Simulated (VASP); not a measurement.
# CaC (P-3m1) in VASP: further runs

Runs on CaC. Level: PBE. Tasks: single point.

All numbers are computed with VASP 6.6.1; they aren't measurements. Logs are shortened: lines on timing, memory, paths and dates and some standing lists are left out, and cuts for length are marked.

**1. The cell of the first run**

Symmetry: P-3m1, No. 164, trigonal system. Conventional cell: a = 3.861 Å, b = 3.861 Å, c = 7.262 Å, α = 90.00°, β = 90.00°, γ = 120.00°. Ca (site symmetry 3m) has 6 C at 2.56 to 3.37 Å within 3.4 Å. Within 1.7 Å of C (site symmetry 3m) lie 1 C at 1.27 Å.

The cell was generated, and may not be a known phase.

**2. Single point, PBE**

Contents of INCAR:

```
ALGO     = Fast           # electronic algorithm
EDIFF    = 1E-7           # SCF threshold, eV
ENCUT    = 520            # plane-wave cutoff, eV
GGA      = PE             # functional
ISIF     = 2              # what is computed and relaxed
ISMEAR   = 0              # smearing method
LASPH    = T              # aspherical terms in the spheres
LCHARG   = F              # write CHGCAR
LREAL    = F              # projectors in reciprocal space
LWAVE    = F              # write WAVECAR
NBANDS   = 22             # bands
NELM     = 100            # most SCF steps
PREC     = Accurate       # precision mode
SIGMA    = 0.1            # smearing width, eV
```

Contents of KPOINTS:

```
k-points
0
Gamma
  12 12 6
```

Contents of POSCAR:

```
CaC
1.0
    3.8609739183      0.0000000000      0.0000000000
   -1.9304869592      3.3437014966      0.0000000000
    0.0000000000      0.0000000000      7.2620991143
Ca C
2 2
Direct
    0.3333333333      0.6666666667      0.7403944885
    0.6666666667      0.3333333333      0.2596055115
    0.0000000000      0.0000000000      0.9123576209
    0.0000000000      0.0000000000      0.0876423791
```

Potentials or basis: VASP PAW PBE potentials, release 64 (Ca_sv, C).

The run is started by

```
cat potpaw_PBE.64/Ca_sv/POTCAR potpaw_PBE.64/C/POTCAR > POTCAR
mpirun -np 1 vasp_std > vasp.out
```

OUTCAR:

```text
EDIFF = 1E-7
   ENCUT = 520
   GGA = PE
   ISIF = 2
   ISMEAR = 0
   LASPH = T
   LREAL = F
   NELM = 100
   PREC = Accurate

 ion  position               nearest neighbor table
   1  0.333  0.667  0.740-   3 2.56   3 2.56   3 2.56
   2  0.667  0.333  0.260-   4 2.56   4 2.56   4 2.56
   3  0.000  0.000  0.912-   4 1.27   1 2.56   1 2.56   1 2.56
   4  0.000  0.000  0.088-   3 1.27   2 2.56   2 2.56   2 2.56

  LATTYP: Found a hexagonal cell.
 ALAT       =     3.8609739183
 C/A-ratio  =     1.8808982573

  Lattice vectors:

 A1 = (   3.8609739183,   0.0000000000,   0.0000000000)
 A2 = (  -1.9304869592,   3.3437014966,   0.0000000000)
 A3 = (   0.0000000000,   0.0000000000,   7.2620991143)

Analysis of symmetry for initial positions (statically):
=====================================================================
 Subroutine PRICEL returns:
 Original cell was already a primitive cell.

 Routine SETGRP: Setting up the symmetry group for a
 hexagonal supercell.

 Subroutine GETGRP returns: Found 12 space group operations
 (whereof 12 operations were pure point group operations)
 out of a pool of 24 trial point group operations.

The static configuration has the point symmetry D_3d.

Analysis of symmetry for dynamics (positions and initial velocities):
=====================================================================
 Subroutine PRICEL returns:
 Original cell was already a primitive cell.

 Routine SETGRP: Setting up the symmetry group for a
 hexagonal supercell.

 Subroutine GETGRP returns: Found 12 space group operations
 (whereof 12 operations were pure point group operations)
 out of a pool of 24 trial point group operations.

The dynamic configuration has the point symmetry D_3d.

 Subroutine INISYM returns: Found 12 space group operations
 (whereof 12 operations are pure point group operations),
 and found     1 'primitive' translations

----------------------------------------------------------------------------------------

                                     Primitive cell

  volume of cell :      93.7533

  direct lattice vectors                    reciprocal lattice vectors
     3.860973918  0.000000000  0.000000000     0.259002009  0.149534879  0.000000000
    -1.930486959  3.343701497  0.000000000     0.000000000  0.299069759  0.000000000
     0.000000000  0.000000000  7.262099114     0.000000000  0.000000000  0.137701233

  length of vectors
     3.860973918  3.860973918  7.262099114     0.299069759  0.299069759  0.137701233

  position of ions in fractional coordinates (direct lattice)
     0.333333333  0.666666667  0.740394489
     0.666666667  0.333333333  0.259605511
     0.000000000  0.000000000  0.912357621
     0.000000000  0.000000000  0.087642379

  ion indices of the primitive-cell ions
   primitive index   ion index
                 1           1
                 2           2
                 3           3
                 4           4

----------------------------------------------------------------------------------------

 KPOINTS: k-points

Automatic generation of k-mesh.
 Grid dimensions read from file:
 generate k-points for:   12   12    6

 Generating k-lattice:

  Cartesian coordinates                     Fractional coordinates (reciprocal lattice)
     0.021583501  0.012461240  0.000000000     0.083333333  0.000000000  0.000000000
     0.000000000  0.024922480  0.000000000     0.000000000  0.083333333  0.000000000
     0.000000000  0.000000000  0.022950205     0.000000000  0.000000000  0.166666667

  Length of vectors
     0.024922480  0.024922480  0.022950205

  Shift w.r.t. Gamma in fractional coordinates (k-lattice)
     0.000000000  0.000000000  0.000000000

 Subroutine IBZKPT returns following result:
 ===========================================

 Found    100 irreducible k-points:

 Following reciprocal coordinates:
            Coordinates               Weight
  0.000000  0.000000  0.000000      1.000000
  0.083333  0.000000  0.000000      6.000000
  0.166667  0.000000  0.000000      6.000000
  0.250000  0.000000  0.000000      6.000000
  0.333333  0.000000  0.000000      6.000000
  0.416667  0.000000  0.000000      6.000000
[... 16 lines left out ...]
  0.166667  0.000000  0.166667      6.000000
  0.000000  0.166667  0.166667      6.000000
 [... further k-points ...]
   k-points           NKPTS =    100   k-points in BZ     NKDIM =    100   number of bands    NBANDS=     22
   number of dos      NEDOS =    301   number of ions     NIONS =      4
   total plane-waves  NPLWV =  48600
   dimension x,y,z NGX =    30 NGY =   30 NGZ =   54
   dimension x,y,z NGXF=    60 NGYF=   60 NGZF=  108
   ions per type =               2   2
   NGX,Y,Z   is equivalent  to a cutoff of  12.92, 12.92, 12.36 a.u.
   NGXF,Y,Z  is equivalent  to a cutoff of  25.83, 25.83, 24.72 a.u.
 SYSTEM =  unknown system
   PREC   = accura    normal or accurate (medium, high low for compatibility)
   ISTART =      0    job   : 0-new  1-cont  2-samecut
   ICHARG =      2    charge: 1-file 2-atom 10-const
   ISPIN  =      1    spin polarized calculation?
   LNONCOLLINEAR =      F non collinear calculations
   LSORBIT =      F    spin-orbit coupling
   LASPH  =      T    aspherical Exc in radial PAW
   ENCUT  =  520.0 eV  38.22 Ry    6.18 a.u.   7.18  7.18 13.50*2*pi/ulx,y,z
   NELM   =    100;   NELMIN=  2; NELMDL= -5     # of ELM steps
   EDIFF  = 0.1E-06   stopping-criterion for ELM
   LREAL  =      F    real-space projection
   EDIFFG = 0.1E-05   stopping-criterion for IOM
   NSW    =      0    number of steps for IOM
   IBRION =     -1    ionic relax: 0-MD 1-quasi-New 2-CG
   NFREE  =      0    steps in history (QN), initial steepest desc. (CG)
   ISIF   =      2    stress and relaxation
   ISYM   =      2    0-nonsym 1-usesym 2-fastsym
   POTIM  = 0.5000    time-step for ionic-motion
   TEBEG  =    0.0;   TEEND  =   0.0 temperature during run
   PSTRESS=    0.0 pullay stress
   NELECT =      28.0000    total number of electrons
   NUPDOWN=      -1.0000    fix difference up-down
   EMIN   =  10.00;   EMAX   =-10.00  energy-range for DOS
   EFERMI =   0.00;   METHOD = LEGACY
   ISMEAR =     0;   SIGMA  =   0.10  broadening in eV -4-tet -1-fermi 0-gaus
   EFERMI_NEDOS =   21; number of points for ismear=-14 and -15
   IALGO  =     68    algorithm
   IMIX   =      4    mixing-type and parameters
     AMIX     =   0.40;   BMIX     =  1.00
     AMIX_MAG =   1.60;   BMIX_MAG =  1.00
  volume/ion in A,a.u.               =      23.44       158.17
  Fermi-wavevector in a.u.,A,eV,Ry     =   1.094289  2.067906 16.292544  1.197468
  Thomas-Fermi vector in A             =   2.230591
   LORBIT       =      0    0 simple, 1 ext, 2 COOP (PROOUT), +10 PAW based schemes
   GGA     = PE    functional components
   LHFCALC =     F    Hartree Fock is set to
   AEXX    =    0.0000 exact exchange contribution
   IVDW    =     0    specifies the selected vdW correction
   LEPSILON=     F    determine dielectric tensor
   LRPA    =     F    only Hartree local field effects (RPA)
 non-spin polarized calculation
 RMM-DIIS sequential band-by-band and
 Gauss-broadening in eV      SIGMA  =   0.10
  energy-cutoff  :      520.00
  volume of cell :       93.75
 maximum number of plane-waves:      2559
 NGX is ok and might be reduce to    30
   NGX = 15   NGY = 15   NGZ = 27

 number of electron      27.9999996 magnetization

 Free energy of the ion-electron system (eV)
  ---------------------------------------------------
  ext. energy  EPLUGINS =         0.00000000
  ---------------------------------------------------
  free energy    TOTEN  =       -21.99675818 eV

  energy without entropy =      -21.98800598  energy(sigma->0) =      -21.99238208

 E-fermi :   2.8712     XC(G=0):  -8.4071

 val. band max:        2.8653008517   @ k =   0.0000   0.4167   0.1667
 cond. band min:       2.8812158249   @ k =   0.2500   0.1667   0.0000
 fundamental gap:      0.0159149732
 Fermi energy:         2.8711733873

 k-point     1 :       0.0000    0.0000    0.0000
  band No.  band energies     occupation
      1     -38.8685      2.00000
      2     -38.8637      2.00000
      3     -19.9589      2.00000
      4     -19.8762      2.00000
      5     -19.8111      2.00000
      6     -19.8111      2.00000
[... 14 lines left out ...]
     21       6.0684      0.00000
     22       6.0685      0.00000

 k-point     2 :       0.0833    0.0000    0.0000
  band No.  band energies     occupation
      1     -38.8676      2.00000
      2     -38.8630      2.00000
      3     -19.9557      2.00000
      4     -19.8761      2.00000
      5     -19.8209      2.00000
      6     -19.8160      2.00000
[... 14 lines left out ...]
     21       6.0888      0.00000
     22       6.2153      0.00000

 k-point     3 :       0.1667    0.0000    0.0000
  band No.  band energies     occupation
      1     -38.8652      2.00000
      2     -38.8610      2.00000
      3     -19.9470      2.00000
      4     -19.8767      2.00000
      5     -19.8481      2.00000
      6     -19.8421      2.00000
[... 14 lines left out ...]
     21       6.0581      0.00000
     22       6.4197      0.00000

 k-point     4 :       0.2500    0.0000    0.0000
  band No.  band energies     occupation
      1     -38.8619      2.00000
      2     -38.8583      2.00000
      3     -19.9351      2.00000
      4     -19.8897      2.00000
      5     -19.8828      2.00000
      6     -19.8671      2.00000
[... 14 lines left out ...]
     21       6.0377      0.00000
     22       6.5922      0.00000

 k-point     5 :       0.3333    0.0000    0.0000
  band No.  band energies     occupation
      1     -38.8584      2.00000
      2     -38.8557      2.00000
      3     -19.9336      2.00000
      4     -19.9162      2.00000
      5     -19.9129      2.00000
      6     -19.8722      2.00000
[... 417 lines left out ...]
 k-point    22 :       0.0000    0.0833    0.1667
  band No.  band energies     occupation
      1     -38.8673      2.00000
      2     -38.8633      2.00000
      3     -19.9505      2.00000
      4     -19.8817      2.00000
      5     -19.8202      2.00000
      6     -19.8165      2.00000
[... 14 lines left out ...]
     21       6.1483      0.00000
     22       6.1666      0.00000

 k-point    23 :       0.1667    0.0000    0.1667
  band No.  band energies     occupation
      1     -38.8649      2.00000
      2     -38.8613      2.00000
      3     -19.9430      2.00000
      4     -19.8816      2.00000
      5     -19.8467      2.00000
      6     -19.8426      2.00000
[... 14 lines left out ...]
     21       6.0822      0.00000
     22       6.4728      0.00000

 k-point    24 :       0.0000    0.1667    0.1667
  band No.  band energies     occupation
      1     -38.8649      2.00000
      2     -38.8613      2.00000
      3     -19.9423      2.00000
      4     -19.8824      2.00000
      5     -19.8479      2.00000
      6     -19.8414      2.00000
[... 14 lines left out ...]
     21       6.0488      0.00000
     22       6.3223      0.00000

 [... further k-points ...]
[... 5 lines left out ...]
  --------------------------------------------------------------------------------------
  -------------------------------------------------------------------------------------
  Total        0.0670747      0.0670747      0.1553067     -0.0000000      0.0000000      0.0000000
  in kB        1.1462583      1.1462583      2.6540813     -0.0000000      0.0000000      0.0000000
  external PRESSURE =       1.6488659 kB  Pullay stress =       0.0000000 kB

 VOLUME and BASIS-vectors are now :
 -----------------------------------------------------------------------------
  energy-cutoff  :      520.00
  volume of cell :       93.75
      direct lattice vectors                 reciprocal lattice vectors
     3.860973918  0.000000000  0.000000000     0.259002009  0.149534879  0.000000000
    -1.930486959  3.343701497  0.000000000     0.000000000  0.299069759  0.000000000
     0.000000000  0.000000000  7.262099114     0.000000000  0.000000000  0.137701233

 POSITION                                       TOTAL-FORCE (eV/Angst)
 -----------------------------------------------------------------------------------
     -0.00000      2.22913      5.37682        -0.000000     -0.000000     -0.018728
      1.93049      1.11457      1.88528         0.000000      0.000000      0.018728
      0.00000      0.00000      6.62563         0.000000      0.000000     -0.086622
      0.00000      0.00000      0.63647         0.000000     -0.000000      0.086622
 -----------------------------------------------------------------------------------
    total drift:                                0.000000     -0.000000      0.000000

  FREE ENERGIE OF THE ION-ELECTRON SYSTEM (eV)
  ---------------------------------------------------
  free  energy   TOTEN  =       -21.9967581750 eV

  energy  without entropy=      -21.9880059789  energy(sigma->0) =      -21.99238208
```

Run time: 11 min. Hardware: 1 thread of Oxide Virtual Turin-like, shared host; peak memory 0.3 GiB.

What came out:

```yaml
Free_energy: -21.9968 eV
Pressure: 0.2 GPa
Largest_force: 0.087 eV/Å
Band_gap_on_the_k_mesh: zero (bands 14 and 15 overlap by 0.67 eV)
```

Forces in eV/Å, atoms in the order of the input:
```
Ca   0.000  0.000 -0.019
Ca   0.000  0.000  0.019
C    0.000  0.000 -0.087
C    0.000  0.000  0.087
```

Stress tensor (GPa, compression positive):
```
0.11 0.00 0.00
0.00 0.11 0.00
0.00 0.00 0.27
```

Levels at points of the mesh, in eV from the Fermi level:
```tsv
k point	band 11	band 12	band 13	band 14	band 15	band 16	band 17	band 18
(0.00, 0.00, 0.00)	-4.88	-3.78	-3.78	-1.20	1.00	1.00	1.70	2.07
(0.50, 0.00, 0.00)	-5.22	-4.00	-3.83	-0.21	0.27	0.29	1.74	2.42
(0.00, 0.00, 0.50)	-4.56	-3.79	-3.79	-1.71	1.03	1.03	1.90	2.79
(0.50, 0.00, 0.50)	-5.21	-4.00	-3.78	-0.61	0.20	0.99	1.63	1.64
```

**3. Single point, PBE, collinear spin**

This run uses another cell than the first one, of 17.01 Å³/atom.

Contents of INCAR:

```
PREC = Accurate
ENCUT = 520
EDIFF = 1E-7
ISMEAR = 0
SIGMA = 0.1
LREAL = False
LASPH = True
NELM = 150
ALGO = Normal
ISIF = 2
LWAVE = False
LCHARG = False
ISPIN = 2
MAGMOM = 0 0 1 1
LORBIT = 11
GGA = PE
NBANDS = 26
```

Contents of KPOINTS:

```
Automatic mesh
0
Gamma
  6 6 4
```

Contents of POSCAR:

```
CaC
1.0
    3.6124189500      0.0000000000      0.0000000000
   -1.8062094800      3.1284465800      0.0000000000
    0.0000000000      0.0000000000      6.0190935600
Ca C
2 2
Direct
    0.3333333300      0.6666666700      0.6146058900
    0.6666666700      0.3333333300      0.3853941100
    0.0000000000      0.0000000000      0.8025568000
    0.0000000000      0.0000000000      0.1974432000
```

Potentials or basis: VASP PAW PBE potentials, release 64 (Ca_sv, C).

The run is started by

```
cat potpaw_PBE.64/Ca_sv/POTCAR potpaw_PBE.64/C/POTCAR > POTCAR
mpirun -np 1 vasp_std > vasp.out
```

Wall time 2.4 min (1 thread of Oxide Virtual Turin-like, shared host); peak memory 0.21 GiB.

Results (log left out):

```
Free energy                                           : -12.0982 eV
Pressure                                              : 9.5 GPa
Largest force                                         : 3.688 eV/Å
Net moment                                            : 2.39 μB per cell
Site moments                                          : Ca +0.14; C +0.53 μB
Valence electrons inside the program's atomic spheres : Ca 8.48; C 2.15
```

Forces in eV/Å, atoms in the order of the input:
```
Ca   0.000  0.000  3.688
Ca   0.000  0.000 -3.688
C    0.000  0.000  0.805
C    0.000  0.000 -0.805
```

Stress tensor (GPa, compression positive):
```
 21.89   0.00   0.00
  0.00  21.89   0.00
  0.00   0.00 -15.28
```

Levels at points of the mesh, in eV from the Fermi level:
Spin up:
```tsv
k point	band 13	band 14	band 15	band 16	band 17	band 18
(0.00, 0.00, 0.00)	-0.88	-0.79	-0.79	0.48	2.52	2.52
(0.50, 0.00, 0.00)	-1.08	-0.87	-0.07	2.29	2.31	3.58
(0.00, 0.00, 0.50)	-1.20	-0.48	-0.48	-0.24	2.77	2.77
(0.50, 0.00, 0.50)	-1.15	-0.77	-0.25	-0.23	2.62	4.05
```
Spin down:
```csv
k point,band 10,band 11,band 12,band 13,band 14,band 15,band 16,band 17
"(0.00, 0.00, 0.00)",-7.05,-2.71,0.23,0.23,0.29,0.29,0.87,3.12
"(0.50, 0.00, 0.00)",-6.73,-2.32,-1.59,-0.13,0.46,1.36,2.84,2.98
"(0.00, 0.00, 0.50)",-7.93,-1.77,-0.04,-0.04,0.51,0.51,0.52,3.52
"(0.50, 0.00, 0.50)",-6.92,-1.64,-0.87,-0.47,0.53,0.63,1.09,2.83
```

Caveat: the stress differs along the axes, from -15 to 22 GPa; forces of over 1 eV/Å act on the atoms, so gaps and moduli don't describe the material at rest.

The gap in the log of VASP goes by the Fermi energy; the results here count the filled bands.